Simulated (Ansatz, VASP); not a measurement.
## HfO2 in VASP and in Ansatz

```
Hf O
1.0
     0.00000    2.55750    2.42963
     2.55750    0.00000    2.42963
     2.55750    2.55750    0.00000
Hf O
1 2
Direct
  0.00000 0.00000 0.00000
  0.25000 0.25000 0.25000
  0.75000 0.75000 0.75000
```

Change from the starting cell: strain +0.000 along x and y, -0.050 along z, atoms carried along.

Alike in both runs: task single point; functional r2SCAN; k mesh 8 × 8 × 8; occupations gaussian, width 0.05 eV; no spin polarisation.

|  | VASP | Ansatz |
| --- | --- | --- |
| version | VASP 6.6.1 | Ansatz 0.2.0 |
| potentials or method | VASP PAW PBE potentials, release 64 (Hf_pv, O), cutoff 520 eV | scalar-relativistic, plane waves, PAW |
| valence electrons in the cell | 22 | 38 |

```tsv
	VASP	Ansatz	Ansatz less VASP
gap on the k mesh at the Fermi level (eV)	3.76	3.76	+0.003
least direct gap on the mesh (eV)	3.90	3.90	-0.007
pressure (GPa)	1.0	5.2	+4.13
traceless stress, the component that is largest in VASP (GPa)	17.49	17.19	-0.296
```

VASP's potentials were made for PBE, not for r2SCAN. One of these differences is far larger than is usual between the two programs; its cause wasn't traced. The functional is the same, so the differences come from potentials, cutoffs and numerics. VASP's potentials hold 22 valence electrons a cell and Ansatz's 38, so a difference there can come from the potentials and not from the codes.

Spin-orbit coupling is off throughout.
